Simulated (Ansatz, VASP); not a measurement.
Two plane-wave programs on MgO

INCAR

```
SYSTEM = MgO
ALGO     = Normal         ! electronic algorithm
EDIFF    = 1E-6           ! SCF threshold, eV
ENCUT    = 520            ! plane-wave cutoff, eV
GGA      = PE             ! functional
ISIF     = 2              ! what is computed and relaxed
ISMEAR   = 0              ! smearing method
LASPH    = .True.         ! aspherical terms in the spheres
LCHARG   = .True.         ! write CHGCAR
LELF     = .True.         ! ELF
LREAL    = .False.        ! projectors in reciprocal space
LVHAR    = .True.       
LWAVE    = .False.        ! write WAVECAR
NBANDS   = 16             ! bands
NELM     = 80             ! most SCF steps
PREC     = Accurate       ! precision mode
SIGMA    = 0.05           ! smearing width, eV
```

The input KPOINTS:

```
k-points
0
Gamma
  9 9 6
  0 0 0
```

Contents of POSCAR:

```
MgO
1.0
    3.5586622158      0.0000000000      0.0000000000
   -1.7793311079      3.0818918824      0.0000000000
    0.0000000000      0.0000000000      4.0180855079
Mg O
2 2
Direct
    0.6666666667      0.3333333333      0.7500000000
    0.3333333333      0.6666666667      0.2500000000
    0.6666666667      0.3333333333      0.2500000000
    0.3333333333      0.6666666667      0.7500000000
```

Input for Ansatz:

```yaml
crystal:
  lattice:
    - [3.5586622158, 0.0, 0.0]
    - [-1.7793311079, 3.0818918824, 0.0]
    - [0.0, 0.0, 4.0180855079]
  atoms:
    - { symbol: Mg, position: [0.6666666667, 0.3333333333, 0.75] }
    - { symbol: Mg, position: [0.3333333333, 0.6666666667, 0.25] }
    - { symbol: O, position: [0.6666666667, 0.3333333333, 0.25] }
    - { symbol: O, position: [0.3333333333, 0.6666666667, 0.75] }
basis:
  ecutwfc: 520.0
kpoints:
  mp_grid: { grid: [9, 9, 6] }
hamiltonian:
  xc: pbe
  pseudopotentials: { kind: paw, azcp: { folder: soft_1 } }
scf:
  occupations: { method: gaussian, width: 0.05 }
output:
  forces: true
  stress: true
  eigenvalues: true
```

Alike in both runs: task single point; functional PBE; k mesh 9 × 9 × 6; occupations gaussian, width 0.05 eV; no spin polarisation.

|  | VASP | Ansatz |
| --- | --- | --- |
| version | VASP 6.6.1 | Ansatz 0.2.0 |
| potentials or method | VASP PAW PBE potentials, release 64 (Mg, O), cutoff 520 eV | scalar-relativistic, plane waves, PAW |
| valence electrons in the cell | 16 | 32 |

```tsv
	VASP	Ansatz	Ansatz less VASP
gap on the k mesh at the Fermi level (eV)	3.50	3.52	+0.020
least direct gap on the mesh (eV)	3.50	3.52	+0.020
pressure (GPa)	5.2	5.8	+0.66
traceless stress, the component that is largest in VASP (GPa)	9.07	9.10	+0.033
```

VASP's potentials hold 16 valence electrons a cell and Ansatz's 32, so a difference there can come from the potentials and not from the codes.
